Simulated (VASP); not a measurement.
# SnSe2 (P-3m1) in VASP: further runs, part 2 of 2

VASP 6.6.1. Earlier steps stand in the parts before.

**3. Single point, PBE**

This run uses another cell than the first one, of 30.28 Å³/atom, 1.177 times its volume.

File INCAR:

```
SYSTEM = SnSe2
PREC = Accurate
ENCUT = 520
EDIFF = 1E-6
ISMEAR = 0
SIGMA = 0.01
LREAL = .False.
LASPH = .True.
NELM = 60
ALGO = Normal
ISIF = 2
LWAVE = .False.
LCHARG = .False.
GGA = PE
NBANDS = 20
```

File KPOINTS:

```
regular mesh
0
Gamma
  6 6 4
  0 0 0
```

File POSCAR:

```
SnSe2
1.0
    3.8757759805      0.0000000000      0.0000000000
   -1.9378879903      3.3565204585      0.0000000000
    0.0000000000      0.0000000000      6.9833386860
Sn Se
1 2
Direct
    0.0000000000      0.0000000000      0.0000000000
    0.3333333333      0.6666666667      0.2280334714
    0.6666666667      0.3333333333      0.7719665286
```

Potentials or basis: VASP PAW PBE potentials, release 64 (Sn_d, Se).

Launch:

```sh
$ cat potpaw_PBE.64/Sn_d/POTCAR potpaw_PBE.64/Se/POTCAR > POTCAR
$ mpirun -np 1 vasp_std > vasp.out
```

OUTCAR:

```text
SYSTEM = SnSe2
   PREC = Accurate
   ENCUT = 520
   EDIFF = 1E-6
   ISMEAR = 0
   LREAL = .False.
   LASPH = .True.
   NELM = 60
   ISIF = 2
   GGA = PE

 ion  position               nearest neighbor table
   1  0.000  0.000  0.000-   2 2.75   3 2.75   3 2.75   2 2.75   3 2.75   2 2.75
   2  0.333  0.667  0.228-   1 2.75   1 2.75   1 2.75
   3  0.667  0.333  0.772-   1 2.75   1 2.75   1 2.75

  LATTYP: Found a hexagonal cell.
 ALAT       =     3.8757759805
 C/A-ratio  =     1.8017911048

  Lattice vectors:

 A1 = (   3.8757759805,   0.0000000000,   0.0000000000)
 A2 = (  -1.9378879903,   3.3565204585,   0.0000000000)
 A3 = (   0.0000000000,   0.0000000000,   6.9833386860)

Analysis of symmetry for initial positions (statically):
=====================================================================
 Subroutine PRICEL returns:
 Original cell was already a primitive cell.

 Routine SETGRP: Setting up the symmetry group for a
 hexagonal supercell.

 Subroutine GETGRP returns: Found 12 space group operations
 (whereof 12 operations were pure point group operations)
 out of a pool of 24 trial point group operations.

The static configuration has the point symmetry D_3d.

Analysis of symmetry for dynamics (positions and initial velocities):
=====================================================================
 Subroutine PRICEL returns:
 Original cell was already a primitive cell.

 Routine SETGRP: Setting up the symmetry group for a
 hexagonal supercell.

 Subroutine GETGRP returns: Found 12 space group operations
 (whereof 12 operations were pure point group operations)
 out of a pool of 24 trial point group operations.

The dynamic configuration has the point symmetry D_3d.

 Subroutine INISYM returns: Found 12 space group operations
 (whereof 12 operations are pure point group operations),
 and found     1 'primitive' translations

----------------------------------------------------------------------------------------

                                     Primitive cell

  volume of cell :      90.8471

  direct lattice vectors                    reciprocal lattice vectors
     3.875775980  0.000000000  0.000000000     0.258012848  0.148963787  0.000000000
    -1.937887990  3.356520458  0.000000000     0.000000000  0.297927575  0.000000000
     0.000000000  0.000000000  6.983338686     0.000000000  0.000000000  0.143197981

  length of vectors
     3.875775980  3.875775981  6.983338686     0.297927575  0.297927575  0.143197981

  position of ions in fractional coordinates (direct lattice)
     0.000000000  0.000000000  0.000000000
     0.333333333  0.666666667  0.228033471
     0.666666667  0.333333333  0.771966529

  ion indices of the primitive-cell ions
   primitive index   ion index
                 1           1
                 2           2
                 3           3

----------------------------------------------------------------------------------------

 KPOINTS: regular mesh

Automatic generation of k-mesh.
 Grid dimensions read from file:
 generate k-points for:    6    6    4

 Generating k-lattice:

  Cartesian coordinates                     Fractional coordinates (reciprocal lattice)
     0.043002141  0.024827298  0.000000000     0.166666667  0.000000000  0.000000000
     0.000000000  0.049654596  0.000000000     0.000000000  0.166666667  0.000000000
     0.000000000  0.000000000  0.035799495     0.000000000  0.000000000  0.250000000

  Length of vectors
     0.049654596  0.049654596  0.035799495

  Shift w.r.t. Gamma in fractional coordinates (k-lattice)
     0.000000000  0.000000000  0.000000000

 Subroutine IBZKPT returns following result:
 ===========================================

 Found     24 irreducible k-points:

 Following reciprocal coordinates:
            Coordinates               Weight
  0.000000  0.000000  0.000000      1.000000
  0.166667 -0.000000  0.000000      6.000000
  0.333333 -0.000000  0.000000      6.000000
  0.500000 -0.000000  0.000000      3.000000
  0.166667  0.166667  0.000000      6.000000
  0.333333  0.166667  0.000000     12.000000
[... 16 lines left out ...]
  0.333333  0.166667  0.500000     12.000000
  0.333333  0.333333  0.500000      2.000000
   k-points           NKPTS =     24   k-points in BZ     NKDIM =     24   number of bands    NBANDS=     20
   number of dos      NEDOS =    301   number of ions     NIONS =      3
   total plane-waves  NPLWV =  48600
   dimension x,y,z NGX =    30 NGY =   30 NGZ =   54
   dimension x,y,z NGXF=    60 NGYF=   60 NGZF=  108
   ions per type =               1   2
   NGX,Y,Z   is equivalent  to a cutoff of  12.87, 12.87, 12.86 a.u.
   NGXF,Y,Z  is equivalent  to a cutoff of  25.74, 25.74, 25.71 a.u.
 SYSTEM =  SnSe2
   PREC   = accura    normal or accurate (medium, high low for compatibility)
   ISTART =      0    job   : 0-new  1-cont  2-samecut
   ICHARG =      2    charge: 1-file 2-atom 10-const
   ISPIN  =      1    spin polarized calculation?
   LNONCOLLINEAR =      F non collinear calculations
   LSORBIT =      F    spin-orbit coupling
   LASPH  =      T    aspherical Exc in radial PAW
   ENCUT  =  520.0 eV  38.22 Ry    6.18 a.u.   7.21  7.21 12.98*2*pi/ulx,y,z
   NELM   =     60;   NELMIN=  2; NELMDL= -5     # of ELM steps
   EDIFF  = 0.1E-05   stopping-criterion for ELM
   LREAL  =      F    real-space projection
   EDIFFG = 0.1E-04   stopping-criterion for IOM
   NSW    =      0    number of steps for IOM
   IBRION =     -1    ionic relax: 0-MD 1-quasi-New 2-CG
   NFREE  =      0    steps in history (QN), initial steepest desc. (CG)
   ISIF   =      2    stress and relaxation
   ISYM   =      2    0-nonsym 1-usesym 2-fastsym
   POTIM  = 0.5000    time-step for ionic-motion
   TEBEG  =    0.0;   TEEND  =   0.0 temperature during run
   PSTRESS=    0.0 pullay stress
   NELECT =      26.0000    total number of electrons
   NUPDOWN=      -1.0000    fix difference up-down
   EMIN   =  10.00;   EMAX   =-10.00  energy-range for DOS
   EFERMI =   0.00;   METHOD = LEGACY
   ISMEAR =     0;   SIGMA  =   0.01  broadening in eV -4-tet -1-fermi 0-gaus
   EFERMI_NEDOS =   21; number of points for ismear=-14 and -15
   IALGO  =     38    algorithm
   IMIX   =      4    mixing-type and parameters
     AMIX     =   0.40;   BMIX     =  1.00
     AMIX_MAG =   1.60;   BMIX_MAG =  1.00
  volume/ion in A,a.u.               =      30.28       204.36
  Fermi-wavevector in a.u.,A,eV,Ry     =   1.078853  2.038736 15.836143  1.163924
  Thomas-Fermi vector in A             =   2.214803
   LORBIT       =      0    0 simple, 1 ext, 2 COOP (PROOUT), +10 PAW based schemes
   GGA     = PE    functional components
   LHFCALC =     F    Hartree Fock is set to
   AEXX    =    0.0000 exact exchange contribution
   IVDW    =     0    specifies the selected vdW correction
   LEPSILON=     F    determine dielectric tensor
   LRPA    =     F    only Hartree local field effects (RPA)
 non-spin polarized calculation
 Gauss-broadening in eV      SIGMA  =   0.01
  energy-cutoff  :      520.00
  volume of cell :       90.85
 maximum number of plane-waves:      2462
 NGX is ok and might be reduce to    30
   NGX = 15   NGY = 15   NGZ = 25

 number of electron      25.9999991 magnetization

 Free energy of the ion-electron system (eV)
  ---------------------------------------------------
  ext. energy  EPLUGINS =         0.00000000
  ---------------------------------------------------
  free energy    TOTEN  =       -11.86378635 eV

  energy without entropy =      -11.86378635  energy(sigma->0) =      -11.86378635

 E-fermi :   2.6300     XC(G=0):  -8.5849

 val. band max:        2.5272479581   @ k =   0.1667  -0.0000   0.0000
 cond. band min:       3.2317106277   @ k =   0.5000  -0.0000   0.5000
 fundamental gap:      0.7044626696
 Fermi energy:         2.6300113628

 k-point     1 :       0.0000    0.0000    0.0000
  band No.  band energies     occupation
      1     -18.5883      2.00000
      2     -18.5883      2.00000
      3     -18.5577      2.00000
      4     -18.5479      2.00000
      5     -18.5479      2.00000
      6     -10.8130      2.00000
[... 12 lines left out ...]
     19      11.4122      0.00000
     20      11.4253      0.00000
[... 507 lines left out ...]
 k-point    24 :       0.3333    0.3333    0.5000
  band No.  band energies     occupation
      1     -18.6003      2.00000
      2     -18.6003      2.00000
      3     -18.5476      2.00000
      4     -18.5476      2.00000
      5     -18.5317      2.00000
      6      -9.0342      2.00000
[... 12 lines left out ...]
     19      11.3341      0.00000
     20      11.5634      0.00000

------------------------ aborting loop because EDIFF is reached ----------------------------------------

  FORCE on cell =-STRESS in cart. coord.  units (eV):
  Direction    XX          YY          ZZ          XY          YZ          ZX
  --------------------------------------------------------------------------------------
  -------------------------------------------------------------------------------------
  Total        0.0253975      0.0253975      0.0334893     -0.0000000      0.0000000     -0.0000000
  in kB        0.4479101      0.4479101      0.5906172     -0.0000000      0.0000000     -0.0000000
  external PRESSURE =       0.4954791 kB  Pullay stress =       0.0000000 kB

 VOLUME and BASIS-vectors are now :
 -----------------------------------------------------------------------------
  energy-cutoff  :      520.00
  volume of cell :       90.85
      direct lattice vectors                 reciprocal lattice vectors
     3.875775980  0.000000000  0.000000000     0.258012848  0.148963787  0.000000000
    -1.937887990  3.356520458  0.000000000     0.000000000  0.297927575  0.000000000
     0.000000000  0.000000000  6.983338686     0.000000000  0.000000000  0.143197981

 POSITION                                       TOTAL-FORCE (eV/Angst)
 -----------------------------------------------------------------------------------
      0.00000      0.00000      0.00000         0.000000      0.000000      0.000000
     -0.00000      2.23768      1.59243        -0.000000     -0.000000      0.011360
      1.93789      1.11884      5.39090         0.000000      0.000000     -0.011360
 -----------------------------------------------------------------------------------
    total drift:                               -0.000000     -0.000000     -0.000000

  FREE ENERGIE OF THE ION-ELECTRON SYSTEM (eV)
  ---------------------------------------------------
  free  energy   TOTEN  =       -11.8637863521 eV

  energy  without entropy=      -11.8637863521  energy(sigma->0) =      -11.86378635
```

OSZICAR:

```text
N       E                     dE             d eps       ncg     rms          rms(c)
DAV:   1     0.203963965634E+03    0.20396E+03   -0.11943E+04   968   0.138E+03
DAV:   2     0.112708297207E+02   -0.19269E+03   -0.18535E+03  1060   0.364E+02
DAV:   3    -0.112799447874E+02   -0.22551E+02   -0.22060E+02  1148   0.112E+02
DAV:   4    -0.121194845721E+02   -0.83954E+00   -0.83805E+00  1188   0.233E+01
DAV:   5    -0.121389639612E+02   -0.19479E-01   -0.19478E-01  1300   0.356E+00    0.467E+00
DAV:   6    -0.118787173637E+02    0.26025E+00   -0.55527E-01  1424   0.738E+00    0.299E+00
DAV:   7    -0.118632741195E+02    0.15443E-01   -0.15080E-01  1104   0.236E+00    0.985E-01
DAV:   8    -0.118631591570E+02    0.11496E-03   -0.12575E-02  1240   0.102E+00    0.263E-01
DAV:   9    -0.118637259644E+02   -0.56681E-03   -0.15090E-03  1068   0.309E-01    0.821E-02
DAV:  10    -0.118637517775E+02   -0.25813E-04   -0.12610E-04  1232   0.773E-02    0.317E-02
DAV:  11    -0.118637864968E+02   -0.34719E-04   -0.49532E-05  1012   0.403E-02    0.107E-02
DAV:  12    -0.118637863521E+02    0.14467E-06   -0.33302E-06  1196   0.118E-02
   1 F= -.11863786E+02 E0= -.11863786E+02  d E =-.327233E-49
```

Wall time 35 s (1 thread of Intel Xeon Platinum 8488C (Sapphire Rapids), shared host); peak memory 0.22 GiB.

What came out:

```yaml
Free_energy: -11.8638 eV
Pressure: 0.0 GPa
Largest_force: 0.011 eV/Å
Band_gap_on_the_k_mesh: 0.70 eV, indirect (least direct gap 1.08 eV)
```

Forces on the atoms (eV/Å):
```
Sn   0.000  0.000  0.000
Se   0.000  0.000  0.011
Se   0.000  0.000 -0.011
```

Levels at points of the mesh, in eV from the valence-band top:
| k point | band 9 | band 10 | band 11 | band 12 | band 13 | band 14 | band 15 | band 16 | band 17 | band 18 |
| --- | --- | --- | --- | --- | --- | --- | --- | --- | --- | --- |
| (0.00, 0.00, 0.00) | -0.50 | -0.47 | -0.47 | -0.12 | -0.12 | 1.08 | 3.07 | 4.58 | 4.58 | 7.20 |
| (0.50, 0.00, 0.00) | -4.15 | -2.37 | -2.18 | -0.78 | -0.27 | 0.93 | 3.89 | 5.56 | 5.69 | 6.24 |
| (0.00, 0.00, 0.50) | -1.49 | -0.49 | -0.49 | -0.08 | -0.08 | 1.97 | 2.99 | 4.51 | 4.51 | 7.73 |
| (0.50, 0.00, 0.50) | -4.28 | -2.14 | -2.03 | -0.62 | -0.38 | 0.70 | 4.21 | 4.92 | 5.76 | 5.86 |

Caveat: spin-orbit coupling is left out, which moves the levels of the heavy elements; this functional lacks dispersion, which binds the layers, so the pressure and a relaxed spacing across them are unreliable.
